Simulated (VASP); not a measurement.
# Ba (P6/mmm) in VASP: single point with PBEsol

Aim: the single point of Ba with PBEsol.

All numbers are computed with VASP 6.6.1; they aren't measurements. Logs are shortened: lines on timing, memory, paths and dates and some standing lists are left out, and cuts for length are marked.

### Step 1. The cell of the first run

It takes space group P6/mmm (No. 191, hexagonal). Conventional cell: a = 4.529 Å, b = 4.529 Å, c = 4.899 Å, α = 90.00°, β = 90.00°, γ = 120.00°.

### Step 2. Single point, PBEsol

File INCAR:

```
SYSTEM = Ba
PREC = Accurate ; ENCUT = 500
EDIFF = 1E-6 ; ISMEAR = 1
SIGMA = 0.1 ; LREAL = .FALSE.
LASPH = .TRUE. ; NELM = 120
ALGO = Normal ; ISIF = 2
LWAVE = .FALSE. ; LCHARG = .TRUE.
GGA = PS ; LELF = .TRUE.
LVHAR = .TRUE. ; NBANDS = 11
GGA_COMPAT = .FALSE.
```

File KPOINTS:

```
Automatic mesh
0
G
  6 6 5
  0 0 0
```

File POSCAR:

```
Ba
1.0
    4.5286000000      0.0000000000      0.0000000000
   -2.2643000000      3.9218830000      0.0000000000
    0.0000000000      0.0000000000      4.8991000000
Ba
1
Direct
    0.0000000000      0.0000000000      0.0000000000
```

Potentials or basis: VASP PAW PBE potentials, release 64 (Ba_sv).

Launch:

```bash
$ cat potpaw_PBE.64/Ba_sv/POTCAR > POTCAR
$ mpirun -np 1 vasp_std > vasp.out
```

OUTCAR:

```text
SYSTEM = Ba
   PREC = Accurate
   ENCUT = 500
   EDIFF = 1E-6
   ISMEAR = 1
   LREAL = .FALSE.
   LASPH = .TRUE.
   NELM = 120
   ISIF = 2
   GGA = PS

 ion  position               nearest neighbor table
   1  0.000  0.000  0.000-

  LATTYP: Found a hexagonal cell.
 ALAT       =     4.5286000000
 C/A-ratio  =     1.0818133640

  Lattice vectors:

 A1 = (   4.5286000000,   0.0000000000,   0.0000000000)
 A2 = (  -2.2643000000,   3.9218830000,   0.0000000000)
 A3 = (   0.0000000000,   0.0000000000,   4.8991000000)

Analysis of symmetry for initial positions (statically):
=====================================================================
 Subroutine PRICEL returns:
 Original cell was already a primitive cell.

 Routine SETGRP: Setting up the symmetry group for a
 hexagonal supercell.

 Subroutine GETGRP returns: Found 24 space group operations
 (whereof 24 operations were pure point group operations)
 out of a pool of 24 trial point group operations.

The static configuration has the point symmetry D_6h.

Analysis of symmetry for dynamics (positions and initial velocities):
=====================================================================
 Subroutine PRICEL returns:
 Original cell was already a primitive cell.

 Routine SETGRP: Setting up the symmetry group for a
 hexagonal supercell.

 Subroutine GETGRP returns: Found 24 space group operations
 (whereof 24 operations were pure point group operations)
 out of a pool of 24 trial point group operations.

The dynamic configuration has the point symmetry D_6h.

 Subroutine INISYM returns: Found 24 space group operations
 (whereof 24 operations are pure point group operations),
 and found     1 'primitive' translations

----------------------------------------------------------------------------------------

                                     Primitive cell

  volume of cell :      87.0111

  direct lattice vectors                    reciprocal lattice vectors
     4.528600000  0.000000000  0.000000000     0.220818796  0.127489780  0.000000000
    -2.264300000  3.921883000  0.000000000     0.000000000  0.254979560  0.000000000
     0.000000000  0.000000000  4.899100000     0.000000000  0.000000000  0.204119124

  length of vectors
     4.528600000  4.528600309  4.899100000     0.254979577  0.254979560  0.204119124

  position of ions in fractional coordinates (direct lattice)
     0.000000000  0.000000000  0.000000000

  ion indices of the primitive-cell ions
   primitive index   ion index
                 1           1

----------------------------------------------------------------------------------------

 KPOINTS: Automatic mesh

Automatic generation of k-mesh.
 Grid dimensions read from file:
 generate k-points for:    6    6    5

 Generating k-lattice:

  Cartesian coordinates                     Fractional coordinates (reciprocal lattice)
     0.036803133  0.021248297  0.000000000     0.166666667  0.000000000  0.000000000
     0.000000000  0.042496593  0.000000000     0.000000000  0.166666667  0.000000000
     0.000000000  0.000000000  0.040823825     0.000000000  0.000000000  0.200000000

  Length of vectors
     0.042496596  0.042496593  0.040823825

  Shift w.r.t. Gamma in fractional coordinates (k-lattice)
     0.000000000  0.000000000  0.000000000

 Subroutine IBZKPT returns following result:
 ===========================================

 Found     21 irreducible k-points:

 Following reciprocal coordinates:
            Coordinates               Weight
  0.000000  0.000000  0.000000      1.000000
  0.166667 -0.000000  0.000000      6.000000
  0.333333  0.000000  0.000000      6.000000
  0.500000  0.000000  0.000000      3.000000
  0.166667  0.166667  0.000000      6.000000
  0.333333  0.166667  0.000000     12.000000
[... 13 lines left out ...]
  0.333333  0.166667  0.400000     24.000000
  0.333333  0.333333  0.400000      4.000000
   k-points           NKPTS =     21   k-points in BZ     NKDIM =     21   number of bands    NBANDS=     11
   number of dos      NEDOS =    301   number of ions     NIONS =      1
   total plane-waves  NPLWV =  46656
   dimension x,y,z NGX =    36 NGY =   36 NGZ =   36
   dimension x,y,z NGXF=    72 NGYF=   72 NGZF=   72
   ions per type =               1
   NGX,Y,Z   is equivalent  to a cutoff of  13.22, 13.22, 12.22 a.u.
   NGXF,Y,Z  is equivalent  to a cutoff of  26.43, 26.43, 24.43 a.u.
 SYSTEM =  Ba
   PREC   = accura    normal or accurate (medium, high low for compatibility)
   ISTART =      0    job   : 0-new  1-cont  2-samecut
   ICHARG =      2    charge: 1-file 2-atom 10-const
   ISPIN  =      1    spin polarized calculation?
   LNONCOLLINEAR =      F non collinear calculations
   LSORBIT =      F    spin-orbit coupling
   LASPH  =      T    aspherical Exc in radial PAW
   ENCUT  =  500.0 eV  36.75 Ry    6.06 a.u.   8.26  8.26  8.93*2*pi/ulx,y,z
   NELM   =    120;   NELMIN=  2; NELMDL= -5     # of ELM steps
   EDIFF  = 0.1E-05   stopping-criterion for ELM
   LREAL  =      F    real-space projection
   EDIFFG = 0.1E-04   stopping-criterion for IOM
   NSW    =      0    number of steps for IOM
   IBRION =     -1    ionic relax: 0-MD 1-quasi-New 2-CG
   NFREE  =      0    steps in history (QN), initial steepest desc. (CG)
   ISIF   =      2    stress and relaxation
   ISYM   =      2    0-nonsym 1-usesym 2-fastsym
   POTIM  = 0.5000    time-step for ionic-motion
   TEBEG  =    0.0;   TEEND  =   0.0 temperature during run
   PSTRESS=    0.0 pullay stress
   NELECT =      10.0000    total number of electrons
   NUPDOWN=      -1.0000    fix difference up-down
   EMIN   =  10.00;   EMAX   =-10.00  energy-range for DOS
   EFERMI =   0.00;   METHOD = LEGACY
   ISMEAR =     1;   SIGMA  =   0.10  broadening in eV -4-tet -1-fermi 0-gaus
   EFERMI_NEDOS =   21; number of points for ismear=-14 and -15
   IALGO  =     38    algorithm
   IMIX   =      4    mixing-type and parameters
     AMIX     =   0.40;   BMIX     =  1.00
     AMIX_MAG =   1.60;   BMIX_MAG =  1.00
  volume/ion in A,a.u.               =      87.01       587.18
  Fermi-wavevector in a.u.,A,eV,Ry     =   0.795945  1.504118  8.619683  0.633529
  Thomas-Fermi vector in A             =   1.902372
   LORBIT       =      0    0 simple, 1 ext, 2 COOP (PROOUT), +10 PAW based schemes
   GGA     = PS    functional components
   LHFCALC =     F    Hartree Fock is set to
   AEXX    =    0.0000 exact exchange contribution
   IVDW    =     0    specifies the selected vdW correction
   LEPSILON=     F    determine dielectric tensor
   LRPA    =     F    only Hartree local field effects (RPA)
 non-spin polarized calculation
 Methfessel and Paxton  Order N= 1 SIGMA  =   0.10
  energy-cutoff  :      500.00
  volume of cell :       87.01
 maximum number of plane-waves:      2226
 NGX is ok and might be reduce to    36
   NGX = 17   NGY = 17   NGZ = 17

 number of electron      10.0000000 magnetization

 Free energy of the ion-electron system (eV)
  ---------------------------------------------------
  ext. energy  EPLUGINS =         0.00000000
  ---------------------------------------------------
  free energy    TOTEN  =        -1.73165206 eV

  energy without entropy =       -1.73242229  energy(sigma->0) =       -1.73190880

 E-fermi :   0.5737     XC(G=0):  -6.4874

 val. band max:        0.4692586051   @ k =   0.3333   0.1667   0.4000
 cond. band min:       0.6065110076   @ k =   0.3333   0.0000   0.4000
 fundamental gap:      0.1372524025
 Fermi energy:         0.5737227429

 k-point     1 :       0.0000    0.0000    0.0000
  band No.  band energies     occupation
      1     -28.8752      2.00000
      2     -13.9897      2.00000
      3     -13.8328      2.00000
      4     -13.8328      2.00000
      5      -1.8886      2.00000
      6       0.7929     -0.00820
      7       2.1571     -0.00000
      8       2.1571     -0.00000
      9       4.0366      0.00000
     10       4.0366      0.00000
     11       5.0604      0.00000

 k-point     2 :       0.1667   -0.0000    0.0000
  band No.  band energies     occupation
      1     -28.8699      2.00000
      2     -13.9805      2.00000
      3     -13.9098      2.00000
      4     -13.8506      2.00000
      5      -1.5045      2.00000
      6       0.9999     -0.00000
      7       1.6895     -0.00000
      8       2.5503     -0.00000
      9       3.1570      0.00000
     10       3.9213      0.00000
     11       6.2185      0.00000

 k-point     3 :       0.3333    0.0000    0.0000
  band No.  band energies     occupation
      1     -28.8592      2.00000
      2     -14.0583      2.00000
      3     -13.9619      2.00000
      4     -13.8859      2.00000
      5      -0.6171      2.00000
      6       0.9802     -0.00000
      7       1.5807     -0.00000
      8       2.3596     -0.00000
      9       3.6279      0.00000
     10       3.7121      0.00000
     11       5.4455      0.00000

 k-point     4 :       0.5000    0.0000    0.0000
  band No.  band energies     occupation
      1     -28.8538      2.00000
      2     -14.1299      2.00000
      3     -13.9526      2.00000
      4     -13.9034      2.00000
      5      -0.1449      2.00000
      6       1.2719     -0.00000
      7       1.2984     -0.00000
      8       2.0797     -0.00000
      9       3.6163      0.00000
     10       4.6620      0.00000
     11       5.5056      0.00000

 k-point     5 :       0.1667    0.1667    0.0000
  band No.  band energies     occupation
      1     -28.8618      2.00000
      2     -14.0076      2.00000
      3     -13.9666      2.00000
      4     -13.8920      2.00000
      5      -0.8298      2.00000
      6       1.1852     -0.00000
      7       1.3268     -0.00000
      8       2.5927      0.00000
      9       3.3079      0.00000
     10       3.6086      0.00000
     11       5.8336      0.00000
[... 169 lines left out ...]
 k-point    18 :       0.5000    0.0000    0.4000
  band No.  band energies     occupation
      1     -28.8506      2.00000
      2     -14.1195      2.00000
      3     -14.0308      2.00000
      4     -13.8967      2.00000
      5       0.3618      2.01069
      6       0.3810      2.02009
      7       2.6476      0.00000
      8       2.7543      0.00000
      9       2.7711      0.00000
     10       4.6050      0.00000
     11       4.7120      0.00000

 k-point    19 :       0.1667    0.1667    0.4000
  band No.  band energies     occupation
      1     -28.8586      2.00000
      2     -14.0478      2.00000
      3     -13.9989      2.00000
      4     -13.8854      2.00000
      5       0.0459      2.00000
      6       0.7799     -0.01302
      7       1.4582     -0.00000
      8       2.6547      0.00000
      9       3.0275      0.00000
     10       3.5716      0.00000
     11       4.7772      0.00000

 k-point    20 :       0.3333    0.1667    0.4000
  band No.  band energies     occupation
      1     -28.8506      2.00000
      2     -14.0829      2.00000
      3     -14.0309      2.00000
      4     -13.9357      2.00000
      5       0.4693      2.05832
      6       0.8272     -0.00198
      7       1.9235     -0.00000
      8       2.0379     -0.00000
      9       3.0888      0.00000
     10       4.8512      0.00000
     11       5.0590      0.00000

 k-point    21 :       0.3333    0.3333    0.4000
  band No.  band energies     occupation
      1     -28.8479      2.00000
      2     -14.0325      2.00000
      3     -14.0325      2.00000
      4     -14.0252      2.00000
      5       0.9838     -0.00000
      6       0.9838     -0.00000
      7       1.6810     -0.00000
      8       1.6810     -0.00000
      9       3.1897      0.00000
     10       4.3331      0.00000
     11       5.7888      0.00000

------------------------ aborting loop because EDIFF is reached ----------------------------------------

  FORCE on cell =-STRESS in cart. coord.  units (eV):
  Direction    XX          YY          ZZ          XY          YZ          ZX
  --------------------------------------------------------------------------------------
  -------------------------------------------------------------------------------------
  Total       -0.5675562     -0.5675563     -1.3564314      0.0000000     -0.0000000      0.0000000
  in kB      -10.4506794    -10.4506813    -24.9766121      0.0000000     -0.0000000      0.0000000
  external PRESSURE =     -15.2926576 kB  Pullay stress =       0.0000000 kB

 VOLUME and BASIS-vectors are now :
 -----------------------------------------------------------------------------
  energy-cutoff  :      500.00
  volume of cell :       87.01
      direct lattice vectors                 reciprocal lattice vectors
     4.528600000  0.000000000  0.000000000     0.220818796  0.127489780  0.000000000
    -2.264300000  3.921883000  0.000000000     0.000000000  0.254979560  0.000000000
     0.000000000  0.000000000  4.899100000     0.000000000  0.000000000  0.204119124

 POSITION                                       TOTAL-FORCE (eV/Angst)
 -----------------------------------------------------------------------------------
      0.00000      0.00000      0.00000         0.000000      0.000000      0.000000
 -----------------------------------------------------------------------------------
    total drift:                                0.000000      0.000000     -0.000000

  FREE ENERGIE OF THE ION-ELECTRON SYSTEM (eV)
  ---------------------------------------------------
  free  energy   TOTEN  =        -1.7316520583 eV

  energy  without entropy=       -1.7324222866  energy(sigma->0) =       -1.73190880
```

Run time: 34 s. Hardware: 1 thread of AMD EPYC 7R13, shared host; peak memory 0.17 GiB.

What came out:

- Free energy: -1.7317 eV
- Pressure: -1.5 GPa
- Band gap on the k mesh: zero (band 5 reaches 0.98 eV, above the bottom of band 6 at 0.38 eV)

Levels at points of the mesh, in eV from the Fermi level:
```
           k point  band 1  band 2  band 3  band 4  band 5  band 6  band 7  band 8  band 9  band 10
(0.00, 0.00, 0.00)  -29.45  -14.56  -14.41  -14.41   -2.46    0.22    1.58    1.58    3.46     3.46
(0.50, 0.00, 0.00)  -29.43  -14.70  -14.53  -14.48   -0.72    0.70    0.72    1.51    3.04     4.09
```

Caveat: the PAW data sets were made with another functional, which shifts forces and pressure a little; spin-orbit coupling is left out, which moves the levels of the heavy elements.
